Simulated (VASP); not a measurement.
Bi2Se3: single point with b88 exchange, pbe correlation

Crystal: Bi2Se3.

```
Bi Se
1.0
     2.07150    1.19598    9.54533
    -2.07150    1.19598    9.54533
     0.00000   -2.39196    9.54533
Bi Se
2 3
Direct
  0.59920 0.59920 0.59920
  0.40080 0.40080 0.40080
  0.78830 0.78830 0.78830
  0.21170 0.21170 0.21170
  0.00000 0.00000 0.00000
```

```json
{"Program": "VASP 6.6.1", "Task": "single point", "Functional": "b88 exchange, pbe correlation", "Potentials or basis": "VASP PAW PBE potentials, release 64 (Bi_d, Se)", "Cutoff": "500 eV", "k mesh": "8 × 8 × 8", "Occupations": "fermi-dirac, width 0.05 eV", "Spin": "no spin polarisation", "Dipole correction": "no", "Further INCAR settings": "ALGO = Normal; EDIFF = 1e-06; NBANDS = 32"}
```

| Item | Value |
| --- | --- |
| Pressure | 2.4 GPa |
| Largest force | 0.168 eV/Å |
| Band gap on the k mesh | 0.21 eV |

Forces on the atoms (eV/Å):
```
Bi   0.000  0.000  0.168
Bi   0.000  0.000 -0.168
Se   0.000  0.000  0.156
Se   0.000  0.000 -0.156
Se   0.000  0.000  0.000
```

Levels at points of the mesh, in eV from the valence-band top:
```
           k point  band 21  band 22  band 23  band 24  band 25  band 26  band 27  band 28
(0.00, 0.00, 0.00)    -1.87    -1.21    -1.21     0.00     0.21     1.39     1.39     2.12
(0.50, 0.00, 0.00)    -2.99    -2.15    -1.24    -0.56     0.84     1.92     2.97     3.14
(0.50, 0.50, 0.00)    -1.89    -1.88    -1.64    -1.01     1.34     1.95     2.59     2.98
(0.50, 0.50, 0.50)    -1.55    -1.38    -1.38    -0.45     0.62     1.70     1.70     2.05
```

It took 14 min on 1 thread of Intel(R) Xeon(R) Platinum 8488C (Sapphire Rapids) (shared host), peak memory 0.82 GiB.

Caveat: the PAW data sets were made with another functional, which shifts forces and pressure a little; spin-orbit coupling is left out, which moves the levels of the heavy elements. A k mesh can miss the band edges.
